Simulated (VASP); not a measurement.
# Si3N4 (P6_3/m) in VASP: single point with PBE

Aim: the single point of Si3N4 with PBE.

Program: VASP 6.6.1. These are calculated values, not measurements. Logs are shortened: lines on timing, memory, paths and dates and some standing lists are left out, and cuts for length are marked.

**1. The cell of the first run**

The structure is hexagonal, space group P6_3/m (No. 176). The conventional cell has a = 7.664 Å, b = 7.664 Å, c = 2.926 Å, α = 90.00°, β = 90.00°, γ = 120.00°. Within 2.3 Å of Si (site symmetry m) lie 4 N at 1.74 to 1.75 Å. N (site symmetry -6) has 3 Si at 1.74 Å within 2.3 Å. Within 2.3 Å of N (site symmetry m) lie 3 Si at 1.75 Å.

**2. Single point, PBE**

The input, INCAR:

```
PREC     = Accurate       # precision mode
ENCUT    = 520            # plane-wave cutoff, eV
EDIFF    = 1E-6           # SCF threshold, eV
ISMEAR   = 0              # smearing method
SIGMA    = 0.02           # smearing width, eV
LREAL    = F              # projectors in reciprocal space
LASPH    = T              # aspherical terms in the spheres
NELM     = 80             # most SCF steps
ALGO     = Normal         # electronic algorithm
ISIF     = 2              # what is computed and relaxed
LWAVE    = F              # write WAVECAR
LCHARG   = F              # write CHGCAR
GGA      = PE             # functional
NBANDS   = 45             # bands
```

The input, KPOINTS:

```
Automatic mesh
0
Gamma
  6 6 8
```

The input, POSCAR:

```
Si3N4
1.0
    7.6635944975      0.0000000000      0.0000000000
   -3.8317972487      6.6368675191      0.0000000000
    0.0000000000      0.0000000000      2.9264798393
Si N
6 8
Direct
    0.2310692646      0.8249720582      0.7500000000
    0.4060972064      0.2310692646      0.2500000000
    0.8249720582      0.5939027936      0.2500000000
    0.1750279418      0.4060972064      0.7500000000
    0.5939027936      0.7689307354      0.7500000000
    0.7689307354      0.1750279418      0.2500000000
    0.3333333333      0.6666666667      0.7500000000
    0.6666666667      0.3333333333      0.2500000000
    0.9691604012      0.6699967867      0.7500000000
    0.2991636145      0.9691604012      0.2500000000
    0.6699967867      0.7008363855      0.2500000000
    0.3300032133      0.2991636145      0.7500000000
    0.0308395988      0.3300032133      0.2500000000
    0.7008363855      0.0308395988      0.7500000000
```

Potentials or basis: VASP PAW PBE potentials, release 64 (Si, N).

Run with:

```
$ cat potpaw_PBE.64/Si/POTCAR potpaw_PBE.64/N/POTCAR > POTCAR
$ mpirun -np 1 vasp_std > vasp.out
```

OUTCAR:

```text
PREC = Accurate
   ENCUT = 520
   EDIFF = 1E-6
   ISMEAR = 0
   LREAL = F
   LASPH = T
   NELM = 80
   ISIF = 2
   GGA = PE

 ion  position               nearest neighbor table
   1  0.231  0.825  0.750-   7 1.74   9 1.75  10 1.75  10 1.75   4 3.02   5 3.02   2 3.07   2 3.07
                             3 3.07   3 3.07
   2  0.406  0.231  0.250-   8 1.74  10 1.75  12 1.75  12 1.75   6 3.02   3 3.02   1 3.07   1 3.07
                             4 3.07   4 3.07
   3  0.825  0.594  0.250-   8 1.74  11 1.75   9 1.75   9 1.75   6 3.02   2 3.02   5 3.07   5 3.07
                             1 3.07   1 3.07
   4  0.175  0.406  0.750-   7 1.74  12 1.75  13 1.75  13 1.75   1 3.02   5 3.02   2 3.07   2 3.07
                             6 3.07   6 3.07
   5  0.594  0.769  0.750-   7 1.74  14 1.75  11 1.75  11 1.75   1 3.02   4 3.02   6 3.07   6 3.07
                             3 3.07   3 3.07
   6  0.769  0.175  0.250-   8 1.74  13 1.75  14 1.75  14 1.75   3 3.02   2 3.02   5 3.07   5 3.07
                             4 3.07   4 3.07
   7  0.333  0.667  0.750-   1 1.74   4 1.74   5 1.74
   8  0.667  0.333  0.250-   6 1.74   3 1.74   2 1.74
   9  0.969  0.670  0.750-   1 1.75   3 1.75   3 1.75
  10  0.299  0.969  0.250-   2 1.75   1 1.75   1 1.75
  11  0.670  0.701  0.250-   3 1.75   5 1.75   5 1.75
  12  0.330  0.299  0.750-   4 1.75   2 1.75   2 1.75
  13  0.031  0.330  0.250-   6 1.75   4 1.75   4 1.75
  14  0.701  0.031  0.750-   5 1.75   6 1.75   6 1.75

  LATTYP: Found a hexagonal cell.
 ALAT       =     7.6635944975
 C/A-ratio  =     0.3818677828

  Lattice vectors:

 A1 = (   7.6635944975,   0.0000000000,   0.0000000000)
 A2 = (  -3.8317972487,   6.6368675191,   0.0000000000)
 A3 = (   0.0000000000,   0.0000000000,   2.9264798393)

Analysis of symmetry for initial positions (statically):
=====================================================================
 Subroutine PRICEL returns:
 Original cell was already a primitive cell.

 Routine SETGRP: Setting up the symmetry group for a
 hexagonal supercell.

 Subroutine GETGRP returns: Found 12 space group operations
 (whereof  6 operations were pure point group operations)
 out of a pool of 24 trial point group operations.

The static configuration has the point symmetry S_6 .
 The point group associated with its full space group is C_6h.

Analysis of symmetry for dynamics (positions and initial velocities):
=====================================================================
 Subroutine PRICEL returns:
 Original cell was already a primitive cell.

 Routine SETGRP: Setting up the symmetry group for a
 hexagonal supercell.

 Subroutine GETGRP returns: Found 12 space group operations
 (whereof  6 operations were pure point group operations)
 out of a pool of 24 trial point group operations.

The dynamic configuration has the point symmetry S_6 .
 The point group associated with its full space group is C_6h.

 Subroutine INISYM returns: Found 12 space group operations
 (whereof  6 operations are pure point group operations),
 and found     1 'primitive' translations

----------------------------------------------------------------------------------------

                                     Primitive cell

  volume of cell :     148.8474

  direct lattice vectors                    reciprocal lattice vectors
     7.663594498  0.000000000  0.000000000     0.130487071  0.075336746  0.000000000
    -3.831797249  6.636867519  0.000000000     0.000000000  0.150673491  0.000000000
     0.000000000  0.000000000  2.926479839     0.000000000  0.000000000  0.341707463

  length of vectors
     7.663594498  7.663594497  2.926479839     0.150673491  0.150673491  0.341707463

  position of ions in fractional coordinates (direct lattice)
     0.231069265  0.824972058  0.750000000
     0.406097206  0.231069265  0.250000000
     0.824972058  0.593902794  0.250000000
     0.175027942  0.406097206  0.750000000
     0.593902794  0.768930735  0.750000000
     0.768930735  0.175027942  0.250000000
     0.333333333  0.666666667  0.750000000
     0.666666667  0.333333333  0.250000000
     0.969160401  0.669996787  0.750000000
     0.299163615  0.969160401  0.250000000
     0.669996787  0.700836385  0.250000000
     0.330003213  0.299163615  0.750000000
     0.030839599  0.330003213  0.250000000
     0.700836385  0.030839599  0.750000000

  ion indices of the primitive-cell ions
   primitive index   ion index
                 1           1
                 2           2
                 3           3
                 4           4
                 5           5
                 6           6
                 7           7
                 8           8
                 9           9
                10          10
                11          11
                12          12
                13          13
                14          14

----------------------------------------------------------------------------------------

 KPOINTS: Automatic mesh

Automatic generation of k-mesh.
 Grid dimensions read from file:
 generate k-points for:    6    6    8

 Generating k-lattice:

  Cartesian coordinates                     Fractional coordinates (reciprocal lattice)
     0.021747845  0.012556124  0.000000000     0.166666667  0.000000000  0.000000000
     0.000000000  0.025112249  0.000000000     0.000000000  0.166666667  0.000000000
     0.000000000  0.000000000  0.042713433     0.000000000  0.000000000  0.125000000

  Length of vectors
     0.025112249  0.025112249  0.042713433

  Shift w.r.t. Gamma in fractional coordinates (k-lattice)
     0.000000000  0.000000000  0.000000000

 Subroutine IBZKPT returns following result:
 ===========================================

 Found     40 irreducible k-points:

 Following reciprocal coordinates:
            Coordinates               Weight
  0.000000  0.000000  0.000000      1.000000
  0.166667  0.000000  0.000000      6.000000
  0.333333  0.000000  0.000000      6.000000
  0.500000  0.000000  0.000000      3.000000
  0.166667  0.166667  0.000000      6.000000
  0.333333  0.166667  0.000000      6.000000
[... 16 lines left out ...]
 -0.333333  0.500000 -0.250000     12.000000
  0.333333  0.333333  0.250000      4.000000
 [... further k-points ...]
   k-points           NKPTS =     40   k-points in BZ     NKDIM =     40   number of bands    NBANDS=     45
   number of dos      NEDOS =    301   number of ions     NIONS =     14
   total plane-waves  NPLWV =  86400
   dimension x,y,z NGX =    60 NGY =   60 NGZ =   24
   dimension x,y,z NGXF=   120 NGYF=  120 NGZF=   48
   ions per type =               6   8
   NGX,Y,Z   is equivalent  to a cutoff of  13.02, 13.02, 13.63 a.u.
   NGXF,Y,Z  is equivalent  to a cutoff of  26.03, 26.03, 27.27 a.u.
 SYSTEM =  unknown system
   PREC   = accura    normal or accurate (medium, high low for compatibility)
   ISTART =      0    job   : 0-new  1-cont  2-samecut
   ICHARG =      2    charge: 1-file 2-atom 10-const
   ISPIN  =      1    spin polarized calculation?
   LNONCOLLINEAR =      F non collinear calculations
   LSORBIT =      F    spin-orbit coupling
   LASPH  =      T    aspherical Exc in radial PAW
   ENCUT  =  520.0 eV  38.22 Ry    6.18 a.u.  14.25 14.25  5.44*2*pi/ulx,y,z
   NELM   =     80;   NELMIN=  2; NELMDL= -5     # of ELM steps
   EDIFF  = 0.1E-05   stopping-criterion for ELM
   LREAL  =      F    real-space projection
[... 7 lines left out ...]
   TEBEG  =    0.0;   TEEND  =   0.0 temperature during run
   PSTRESS=    0.0 pullay stress
   NELECT =      64.0000    total number of electrons
   NUPDOWN=      -1.0000    fix difference up-down
   EMIN   =  10.00;   EMAX   =-10.00  energy-range for DOS
   EFERMI =   0.00;   METHOD = LEGACY
   ISMEAR =     0;   SIGMA  =   0.02  broadening in eV -4-tet -1-fermi 0-gaus
   EFERMI_NEDOS =   21; number of points for ismear=-14 and -15
   IALGO  =     38    algorithm
   IMIX   =      4    mixing-type and parameters
     AMIX     =   0.40;   BMIX     =  1.00
     AMIX_MAG =   1.60;   BMIX_MAG =  1.00
  volume/ion in A,a.u.               =      10.63        71.75
  Fermi-wavevector in a.u.,A,eV,Ry     =   1.235628  2.334998 20.773057  1.526777
  Thomas-Fermi vector in A             =   2.370270
   LORBIT       =      0    0 simple, 1 ext, 2 COOP (PROOUT), +10 PAW based schemes
   GGA     = PE    functional components
   LHFCALC =     F    Hartree Fock is set to
   AEXX    =    0.0000 exact exchange contribution
   IVDW    =     0    specifies the selected vdW correction
   LEPSILON=     F    determine dielectric tensor
   LRPA    =     F    only Hartree local field effects (RPA)
 non-spin polarized calculation
 Gauss-broadening in eV      SIGMA  =   0.02
  energy-cutoff  :      520.00
  volume of cell :      148.85
 maximum number of plane-waves:      4043
 NGX is ok and might be reduce to    60
   NGX = 29   NGY = 29   NGZ = 11

 number of electron      63.9999994 magnetization

 Free energy of the ion-electron system (eV)
  ---------------------------------------------------
  ext. energy  EPLUGINS =         0.00000000
  ---------------------------------------------------
  free energy    TOTEN  =      -114.54431123 eV

  energy without entropy =     -114.54431123  energy(sigma->0) =     -114.54431123

 E-fermi :   6.6356     XC(G=0): -10.7082

 val. band max:        6.5235867806   @ k =   0.0000   0.0000   0.1250
 cond. band min:      10.7856852820   @ k =   0.0000   0.0000   0.0000
 fundamental gap:      4.2620985014
 Fermi energy:         6.6355858628

 k-point     1 :       0.0000    0.0000    0.0000
  band No.  band energies     occupation
      1     -11.5271      2.00000
      2     -10.1089      2.00000
      3     -10.1089      2.00000
      4      -9.4783      2.00000
      5      -9.3397      2.00000
      6      -9.3397      2.00000
[... 1117 lines left out ...]
     43      14.6804      0.00000
     44      14.6804      0.00000

 [... further k-points ...]

 [bands above 44 left out]

------------------------ aborting loop because EDIFF is reached ----------------------------------------

  FORCE on cell =-STRESS in cart. coord.  units (eV):
  Direction    XX          YY          ZZ          XY          YZ          ZX
  --------------------------------------------------------------------------------------
  -------------------------------------------------------------------------------------
  Total       -0.2463564     -0.2463564     -0.2986789     -0.0000001     -0.0000000      0.0000000
  in kB       -2.6517539     -2.6517539     -3.2149475     -0.0000005     -0.0000000      0.0000000
  external PRESSURE =      -2.8394851 kB  Pullay stress =       0.0000000 kB

 VOLUME and BASIS-vectors are now :
 -----------------------------------------------------------------------------
  energy-cutoff  :      520.00
  volume of cell :      148.85
      direct lattice vectors                 reciprocal lattice vectors
     7.663594498  0.000000000  0.000000000     0.130487071  0.075336746  0.000000000
    -3.831797249  6.636867519  0.000000000     0.000000000  0.150673491  0.000000000
     0.000000000  0.000000000  2.926479839     0.000000000  0.000000000  0.341707463

 POSITION                                       TOTAL-FORCE (eV/Angst)
 -----------------------------------------------------------------------------------
     -1.39030      5.47523      2.19486        -0.000766     -0.000466     -0.000000
      2.22675      1.53358      0.73162         0.000021     -0.000896     -0.000000
      4.04654      3.94165      0.73162        -0.000787      0.000430      0.000000
     -0.21474      2.69521      2.19486         0.000787     -0.000430     -0.000000
      1.60504      5.10329      2.19486        -0.000021      0.000896      0.000000
      5.22210      1.16164      0.73162         0.000766      0.000466     -0.000000
     -0.00000      4.42458      2.19486        -0.000000      0.000000     -0.000000
      3.83180      2.21229      0.73162        -0.000000      0.000000      0.000000
      4.85996      4.44668      2.19486        -0.001267      0.001425     -0.000000
     -1.42096      6.43219      0.73162        -0.001867     -0.000385      0.000000
      2.44912      4.65136      0.73162         0.000600      0.001810     -0.000000
      1.38268      1.98551      2.19486        -0.000600     -0.001810     -0.000000
     -1.02816      2.19019      0.73162         0.001267     -0.001425      0.000000
      5.25275      0.20468      2.19486         0.001867      0.000385     -0.000000
 -----------------------------------------------------------------------------------
    total drift:                               -0.000000     -0.000000     -0.000000

  FREE ENERGIE OF THE ION-ELECTRON SYSTEM (eV)
  ---------------------------------------------------
  free  energy   TOTEN  =      -114.5443112346 eV

  energy  without entropy=     -114.5443112346  energy(sigma->0) =     -114.54431123
```

It took 4.3 min on 1 thread of AMD EPYC 7R13, shared host; peak memory 0.35 GiB.

Results:

```yaml
Free_energy: -114.5443 eV
Pressure: -0.3 GPa
Band_gap_on_the_k_mesh: 4.26 eV (least direct gap 4.44 eV)
```

Levels at points of the mesh, in eV from the valence-band top:
| k point | band 28 | band 29 | band 30 | band 31 | band 32 | band 33 | band 34 | band 35 | band 36 | band 37 |
| --- | --- | --- | --- | --- | --- | --- | --- | --- | --- | --- |
| (0.00, 0.00, 0.00) | -1.25 | -1.25 | -0.43 | -0.38 | -0.18 | 4.26 | 4.60 | 4.79 | 4.79 | 5.09 |
| (0.50, 0.00, 0.00) | -1.64 | -1.31 | -0.75 | -0.31 | -0.23 | 4.52 | 4.63 | 4.79 | 5.17 | 5.73 |
| (0.00, 0.00, 0.50) | -1.57 | -1.57 | -1.57 | -1.29 | -1.29 | 4.66 | 4.66 | 4.66 | 4.66 | 7.21 |
| (0.50, 0.00, 0.50) | -1.82 | -1.45 | -1.45 | -1.01 | -1.01 | 4.70 | 4.70 | 5.78 | 5.78 | 6.14 |
